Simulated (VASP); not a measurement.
# AlNi3 (Cm) in VASP: single point with PBEsol

Aim: the single point of AlNi3 with PBEsol.

All numbers are computed with VASP 6.6.1; they aren't measurements. Logs are shortened: lines on timing, memory, paths and dates and some standing lists are left out, and cuts for length are marked.

**1. The cell of the first run**

Symmetry: Cm, No. 8, monoclinic system. Conventional cell: a = 6.855 Å, b = 3.958 Å, c = 3.958 Å, α = 90.00°, β = 125.26°, γ = 90.00°. Al (site symmetry m) has 5 Ni at 1.86 to 2.41 Å within 2.5 Å. Within 2.5 Å of Ni (site symmetry m) lie 2 Al at 1.86 to 2.41 Å and 4 Ni at 2.42 Å. Ni (site symmetry m) has 3 Al at 2.22 to 2.66 Å and 8 Ni at 2.42 Å within 2.9 Å. Ni (site symmetry m) has 3 Al at 2.16 to 2.61 Å and 10 Ni at 2.42 to 2.80 Å within 2.9 Å.

**2. Single point, PBEsol (atom 1 (Al) moved by (-0.300, -0.600) A along [1 1 0] and z)**

Input file INCAR:

```
  ALGO = Fast
  EDIFF = 1E-6
  ENCUT = 520
  GGA = PS
  ISIF = 2
  ISMEAR = 0
  LASPH = T
  LCHARG = F
  LREAL = F
  LWAVE = F
  NBANDS = 24
  NELM = 60
  PREC = Accurate
  SIGMA = 0.15
```

Input file KPOINTS:

```
k-points
0
Gamma
  14 14 14
```

Input file POSCAR:

```
AlNi3
1.0
    0.0000000000      2.7984078593      2.7984078593
    2.7984078593      0.0000000000      2.7984078593
    2.7984078593      2.7984078593      0.0000000000
Al Ni
1 3
Direct
    0.3927961844      0.3927961844      0.5313992706
    0.2500000000      0.2500000000      0.2500000000
    0.0000000000      0.0000000000      0.0000000000
    0.7500000000      0.7500000000      0.7500000000
```

Potentials or basis: VASP PAW PBE potentials, release 64 (Al, Ni).

Launch:

```
$ cat potpaw_PBE.64/Al/POTCAR potpaw_PBE.64/Ni/POTCAR > POTCAR
$ mpirun -np 1 vasp_std > vasp.out
```

OUTCAR:

```text
EDIFF = 1E-6
   ENCUT = 520
   GGA = PS
   ISIF = 2
   ISMEAR = 0
   LASPH = T
   LREAL = F
   NELM = 60
   PREC = Accurate

 ion  position               nearest neighbor table
   1  0.393  0.393  0.531-   2 1.86   4 2.16   4 2.16   3 2.22   2 2.41   4 2.61   3 2.66   3 2.66
                             2 2.83   2 2.83   4 3.03   3 3.08   3 3.08
   2  0.250  0.250  0.250-   1 1.86   1 2.41   3 2.42   3 2.42   3 2.42   3 2.42   4 2.80   4 2.80
                             4 2.80   4 2.80   4 2.80   4 2.80   1 2.83   1 2.83
   3  0.000  0.000  0.000-   1 2.22   2 2.42   4 2.42   4 2.42   4 2.42   4 2.42   2 2.42   2 2.42
                             2 2.42   1 2.66   1 2.66   1 3.08   1 3.08
   4  0.750  0.750  0.750-   1 2.16   1 2.16   3 2.42   3 2.42   3 2.42   3 2.42   1 2.61   2 2.80
                             2 2.80   2 2.80   2 2.80   2 2.80   2 2.80   1 3.03

  LATTYP: Found a face centered cubic cell.
 ALAT       =     5.5968157186

  Lattice vectors:

 A1 = (   0.0000000000,   2.7984078593,   2.7984078593)
 A2 = (   2.7984078593,   0.0000000000,   2.7984078593)
 A3 = (   2.7984078593,   2.7984078593,   0.0000000000)

Analysis of symmetry for initial positions (statically):
=====================================================================
 Subroutine PRICEL returns:
 Original cell was already a primitive cell.

 Routine SETGRP: Setting up the symmetry group for a
 face centered cubic supercell.

 Subroutine GETGRP returns: Found  2 space group operations
 (whereof  2 operations were pure point group operations)
 out of a pool of 48 trial point group operations.

The static configuration has the point symmetry C_1h.

Analysis of symmetry for dynamics (positions and initial velocities):
=====================================================================
 Subroutine PRICEL returns:
 Original cell was already a primitive cell.

 Routine SETGRP: Setting up the symmetry group for a
 face centered cubic supercell.

 Subroutine GETGRP returns: Found  2 space group operations
 (whereof  2 operations were pure point group operations)
 out of a pool of 48 trial point group operations.

The dynamic configuration has the point symmetry C_1h.

 Subroutine INISYM returns: Found  2 space group operations
 (whereof  2 operations are pure point group operations),
 and found     1 'primitive' translations

----------------------------------------------------------------------------------------

                                     Primitive cell

  volume of cell :      43.8291

  direct lattice vectors                    reciprocal lattice vectors
     0.000000000  2.798407859  2.798407859    -0.178673026  0.178673026  0.178673026
     2.798407859  0.000000000  2.798407859     0.178673026 -0.178673026  0.178673026
     2.798407859  2.798407859  0.000000000     0.178673026  0.178673026 -0.178673026

  length of vectors
     3.957546348  3.957546348  3.957546348     0.309470759  0.309470759  0.309470759

  position of ions in fractional coordinates (direct lattice)
     0.392796184  0.392796184  0.531399271
     0.250000000  0.250000000  0.250000000
     0.000000000  0.000000000  0.000000000
     0.750000000  0.750000000  0.750000000

  ion indices of the primitive-cell ions
   primitive index   ion index
                 1           1
                 2           2
                 3           3
                 4           4

----------------------------------------------------------------------------------------

 KPOINTS: k-points

Automatic generation of k-mesh.
 Grid dimensions read from file:
 generate k-points for:   14   14   14

 Generating k-lattice:

  Cartesian coordinates                     Fractional coordinates (reciprocal lattice)
    -0.012762359  0.012762359  0.012762359     0.071428571  0.000000000  0.000000000
     0.012762359 -0.012762359  0.012762359     0.000000000  0.071428571  0.000000000
     0.012762359  0.012762359 -0.012762359     0.000000000  0.000000000  0.071428571

  Length of vectors
     0.022105054  0.022105054  0.022105054

  Shift w.r.t. Gamma in fractional coordinates (k-lattice)
     0.000000000  0.000000000  0.000000000

 Subroutine IBZKPT returns following result:
 ===========================================

 Found    744 irreducible k-points:

 Following reciprocal coordinates:
            Coordinates               Weight
  0.000000  0.000000  0.000000      1.000000
  0.071429  0.000000  0.000000      4.000000
  0.000000  0.000000  0.071429      2.000000
  0.071429  0.071429  0.071429      2.000000
  0.142857  0.000000  0.000000      4.000000
  0.000000  0.000000  0.142857      2.000000
[... 16 lines left out ...]
  0.071429  0.071429  0.000000      2.000000
  0.000000  0.071429  0.071429      4.000000
 [... further k-points ...]
   k-points           NKPTS =    744   k-points in BZ     NKDIM =    744   number of bands    NBANDS=     24
   number of dos      NEDOS =    301   number of ions     NIONS =      4
   total plane-waves  NPLWV =  27000
   dimension x,y,z NGX =    30 NGY =   30 NGZ =   30
   dimension x,y,z NGXF=    60 NGYF=   60 NGZF=   60
   ions per type =               1   3
   NGX,Y,Z   is equivalent  to a cutoff of  12.60, 12.60, 12.60 a.u.
   NGXF,Y,Z  is equivalent  to a cutoff of  25.20, 25.20, 25.20 a.u.
 SYSTEM =  unknown system
   PREC   = accura    normal or accurate (medium, high low for compatibility)
   ISTART =      0    job   : 0-new  1-cont  2-samecut
   ICHARG =      2    charge: 1-file 2-atom 10-const
   ISPIN  =      1    spin polarized calculation?
   LNONCOLLINEAR =      F non collinear calculations
   LSORBIT =      F    spin-orbit coupling
   LASPH  =      T    aspherical Exc in radial PAW
   ENCUT  =  520.0 eV  38.22 Ry    6.18 a.u.   7.36  7.36  7.36*2*pi/ulx,y,z
   NELM   =     60;   NELMIN=  2; NELMDL= -5     # of ELM steps
   EDIFF  = 0.1E-05   stopping-criterion for ELM
   LREAL  =      F    real-space projection
   EDIFFG = 0.1E-04   stopping-criterion for IOM
   NSW    =      0    number of steps for IOM
   IBRION =     -1    ionic relax: 0-MD 1-quasi-New 2-CG
   NFREE  =      0    steps in history (QN), initial steepest desc. (CG)
   ISIF   =      2    stress and relaxation
   ISYM   =      2    0-nonsym 1-usesym 2-fastsym
   POTIM  = 0.5000    time-step for ionic-motion
   TEBEG  =    0.0;   TEEND  =   0.0 temperature during run
   PSTRESS=    0.0 pullay stress
   NELECT =      33.0000    total number of electrons
   NUPDOWN=      -1.0000    fix difference up-down
   EMIN   =  10.00;   EMAX   =-10.00  energy-range for DOS
   EFERMI =   0.00;   METHOD = LEGACY
   ISMEAR =     0;   SIGMA  =   0.15  broadening in eV -4-tet -1-fermi 0-gaus
   EFERMI_NEDOS =   21; number of points for ismear=-14 and -15
   IALGO  =     68    algorithm
   IMIX   =      4    mixing-type and parameters
     AMIX     =   0.40;   BMIX     =  1.00
     AMIX_MAG =   1.60;   BMIX_MAG =  1.00
  volume/ion in A,a.u.               =      10.96        73.94
  Fermi-wavevector in a.u.,A,eV,Ry     =   1.489333  2.814431 30.179255  2.218113
  Thomas-Fermi vector in A             =   2.602255
   LORBIT       =      0    0 simple, 1 ext, 2 COOP (PROOUT), +10 PAW based schemes
   GGA     = PS    functional components
   LHFCALC =     F    Hartree Fock is set to
   AEXX    =    0.0000 exact exchange contribution
   IVDW    =     0    specifies the selected vdW correction
   LEPSILON=     F    determine dielectric tensor
   LRPA    =     F    only Hartree local field effects (RPA)
 non-spin polarized calculation
 RMM-DIIS sequential band-by-band and
 Gauss-broadening in eV      SIGMA  =   0.15
  energy-cutoff  :      520.00
  volume of cell :       43.83
 maximum number of plane-waves:      1243
 NGX is ok and might be reduce to    30
   NGX = 15   NGY = 15   NGZ = 15

 number of electron      33.0000020 magnetization

 Free energy of the ion-electron system (eV)
  ---------------------------------------------------
  ext. energy  EPLUGINS =         0.00000000
  ---------------------------------------------------
  free energy    TOTEN  =       -21.53943923 eV

  energy without entropy =      -21.51369382  energy(sigma->0) =      -21.52656652

 E-fermi :   9.7524     XC(G=0): -12.8979

 val. band max:        9.7522036374   @ k =   0.5000   0.0714  -0.4286
 cond. band min:       9.7557280589   @ k =  -0.2857   0.0714  -0.4286
 fundamental gap:      0.0035244215
 Fermi energy:         9.7524376045

 k-point     1 :       0.0000    0.0000    0.0000
  band No.  band energies     occupation
      1      -0.4216      2.00000
      2       5.4745      2.00000
      3       5.7342      2.00000
      4       6.3423      2.00000
      5       6.4717      2.00000
      6       6.7012      2.00000
[... 16 lines left out ...]
     23      17.5263      0.00000
     24      17.9311      0.00000

 k-point     2 :       0.0714    0.0000    0.0000
  band No.  band energies     occupation
      1      -0.3463      2.00000
      2       5.4839      2.00000
      3       5.7369      2.00000
      4       6.3553      2.00000
      5       6.4672      2.00000
      6       6.7146      2.00000
[... 16 lines left out ...]
     23      17.5458      0.00000
     24      17.9946      0.00000

 k-point     3 :       0.0000    0.0000    0.0714
  band No.  band energies     occupation
      1      -0.3458      2.00000
      2       5.4726      2.00000
      3       5.7496      2.00000
      4       6.3361      2.00000
      5       6.4968      2.00000
      6       6.7049      2.00000
[... 16 lines left out ...]
     23      17.6205      0.00000
     24      17.9731      0.00000

 k-point     4 :       0.0714    0.0714    0.0714
  band No.  band energies     occupation
      1      -0.3470      2.00000
      2       5.4897      2.00000
      3       5.7401      2.00000
      4       6.3091      2.00000
      5       6.5013      2.00000
      6       6.7169      2.00000
[... 16 lines left out ...]
     23      17.5504      0.00000
     24      18.2047      0.00000

 k-point     5 :       0.1429    0.0000    0.0000
  band No.  band energies     occupation
      1      -0.1220      2.00000
      2       5.5017      2.00000
      3       5.7463      2.00000
      4       6.3448      2.00000
      5       6.4977      2.00000
      6       6.7594      2.00000
[... 16 lines left out ...]
     23      17.6843      0.00000
     24      18.0694      0.00000

 k-point     6 :       0.0000    0.0000    0.1429
  band No.  band energies     occupation
      1      -0.1199      2.00000
      2       5.4573      2.00000
      3       5.7956      2.00000
      4       6.3102      2.00000
      5       6.5670      2.00000
      6       6.7330      2.00000
[... 16 lines left out ...]
     23      17.7971      0.00000
     24      18.1468      0.00000
[... 379 lines left out ...]
 k-point    21 :       0.0000    0.0000    0.5000
  band No.  band energies     occupation
      1       2.6484      2.00000
      2       3.2773      2.00000
      3       6.1901      2.00000
      4       6.3665      2.00000
      5       6.4948      2.00000
      6       6.8706      2.00000
[... 16 lines left out ...]
     23      17.5210      0.00000
     24      22.0445      0.00000

 k-point    22 :       0.5000    0.5000    0.5000
  band No.  band energies     occupation
      1       2.3291      2.00000
      2       3.8007      2.00000
      3       5.9295      2.00000
      4       6.0006      2.00000
      5       6.4884      2.00000
      6       6.8759      2.00000
[... 16 lines left out ...]
     23      17.9910      0.00000
     24      22.4231      0.00000

 k-point    23 :       0.0714    0.0714    0.0000
  band No.  band energies     occupation
      1      -0.3232      2.00000
      2       5.4409      2.00000
      3       5.7707      2.00000
      4       6.3624      2.00000
      5       6.5039      2.00000
      6       6.6945      2.00000
[... 16 lines left out ...]
     23      17.0842      0.00000
     24      18.4079      0.00000

 k-point    24 :       0.0000    0.0714    0.0714
  band No.  band energies     occupation
      1      -0.3203      2.00000
      2       5.5057      2.00000
      3       5.7275      2.00000
      4       6.3250      2.00000
      5       6.4827      2.00000
      6       6.7251      2.00000
[... 16 lines left out ...]
     23      17.3796      0.00000
     24      17.9482      0.00000

 [... further k-points ...]

------------------------ aborting loop because EDIFF is reached ----------------------------------------

  FORCE on cell =-STRESS in cart. coord.  units (eV):
  Direction    XX          YY          ZZ          XY          YZ          ZX
  --------------------------------------------------------------------------------------
  -------------------------------------------------------------------------------------
  Total        7.4379059      7.4379059      4.2110086      2.5279165      2.7170127      2.7170128
  in kB      271.8931273    271.8931273    153.9336895     92.4081513     99.3205724     99.3205787
  external PRESSURE =     232.5733147 kB  Pullay stress =       0.0000000 kB

 VOLUME and BASIS-vectors are now :
 -----------------------------------------------------------------------------
  energy-cutoff  :      520.00
  volume of cell :       43.83
      direct lattice vectors                 reciprocal lattice vectors
     0.000000000  2.798407859  2.798407859    -0.178673026  0.178673026  0.178673026
     2.798407859  0.000000000  2.798407859     0.178673026 -0.178673026  0.178673026
     2.798407859  2.798407859  0.000000000     0.178673026  0.178673026 -0.178673026

 POSITION                                       TOTAL-FORCE (eV/Angst)
 -----------------------------------------------------------------------------------
      2.58628      2.58628      2.19841         4.144270      4.144270      7.106518
      1.39920      1.39920      1.39920        -4.382003     -4.382003     -3.550238
      0.00000      0.00000      0.00000        -0.111385     -0.111385     -1.916642
      4.19761      4.19761      4.19761         0.349119      0.349119     -1.639637
 -----------------------------------------------------------------------------------
    total drift:                                0.000134      0.000134      0.000255

  FREE ENERGIE OF THE ION-ELECTRON SYSTEM (eV)
  ---------------------------------------------------
  free  energy   TOTEN  =       -21.5394392325 eV

  energy  without entropy=      -21.5136938173  energy(sigma->0) =      -21.52656652
```

Run time: 18 min. Hardware: 1 thread of AMD EPYC 9755, shared host; peak memory 0.68 GiB.

Results:

- Free energy: -21.5394 eV
- Pressure: 23.3 GPa
- Largest force: 9.212 eV/Å
- Band gap on the k mesh: zero (an odd number of electrons rules out a gap without spin polarisation)

Forces in eV/Å, atoms in the order of the input:
```
Al   4.144  4.144  7.107
Ni  -4.382 -4.382 -3.550
Ni  -0.111 -0.111 -1.917
Ni   0.349  0.349 -1.640
```

Stress tensor (GPa, compression positive):
```
27.19  9.24  9.93
 9.24 27.19  9.93
 9.93  9.93 15.39
```

Caveat: the cell differs from its parent crystal (atom 1 (Al) moved by (-0.300, -0.600) A along [1 1 0] and z); the stress differs along the axes, from 15 to 27 GPa; the PAW data sets were made with another functional, which shifts forces and pressure a little.
